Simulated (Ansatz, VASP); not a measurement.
# AgCl: VASP beside Ansatz

Contents of INCAR:

```
SYSTEM = AgCl
PREC = Accurate ; ENCUT = 520
EDIFF = 1E-7 ; ISMEAR = 0
SIGMA = 0.01 ; LREAL = .FALSE.
LASPH = .TRUE. ; NELM = 80
ALGO = Normal ; ISIF = 2
LWAVE = .FALSE. ; LCHARG = .FALSE.
GGA = CA ; NBANDS = 26
```

The input KPOINTS:

```
regular mesh
0
G
  6 6 4
  0 0 0
```

File POSCAR:

```
AgCl
1.0
    4.5183990750      0.0000000000      0.0000000000
   -2.2591995375      3.9130483834      0.0000000000
    0.0000000000      0.0000000000      5.7230251153
Ag Cl
2 2
Direct
    0.3333333333      0.6666666667      0.2500000000
    0.6666666667      0.3333333333      0.7500000000
    0.6666666667      0.3333333333      0.2500000000
    0.3333333333      0.6666666667      0.7500000000
```

Input for Ansatz:

```yaml
crystal:
  lattice:
    - [4.518399075, 0.0, 0.0]
    - [-2.2591995375, 3.9130483834, 0.0]
    - [0.0, 0.0, 5.7230251153]
  atoms:
    - { symbol: Ag, position: [0.3333333333, 0.6666666667, 0.25] }
    - { symbol: Ag, position: [0.6666666667, 0.3333333333, 0.75] }
    - { symbol: Cl, position: [0.6666666667, 0.3333333333, 0.25] }
    - { symbol: Cl, position: [0.3333333333, 0.6666666667, 0.75] }
kpoints:
  mp_grid: { grid: [6, 6, 4] }
  band_path:
    path:
      - [0.0, 0.0, 0.0]
      - [0.5, 0.0, 0.0]
      - [0.3333333333, 0.3333333333, 0.0]
      - [0.0, 0.0, 0.5]
      - [0.5, 0.0, 0.5]
      - [0.3333333333, 0.3333333333, 0.5]
    npoints: 1
hamiltonian:
  xc: lda
scf:
  occupations: { method: fixed }
  n_extra_bands: 5
output:
  forces: true
  stress: true
  eigenvalues: true
```

Alike in both runs: task single point; functional LDA; k mesh 6 × 6 × 4; no spin polarisation.

```csv
,VASP,Ansatz
version,VASP 6.6.1,Ansatz 0.2.0
potentials or method,"VASP PAW LDA potentials, release 64 (Ag, Cl)","plane waves, PAW"
plane-wave cutoff (eV),520,420
occupations,"gaussian, width 0.01 eV",fixed
valence electrons in the cell,36,52
```

```tsv
	VASP	Ansatz	Ansatz less VASP
gap on the k mesh at the Fermi level (eV)	1.08	1.06	-0.024
pressure (GPa)	-4.4	-4.4	+0.01
traceless stress, the component that is largest in VASP (GPa)	0.40	0.41	+0.014
```

LDA's correlation is that of Perdew and Zunger in VASP and of Perdew and Wang (1992) in Ansatz. VASP's potentials hold 36 valence electrons a cell and Ansatz's 52, so a difference there can come from the potentials and not from the codes.
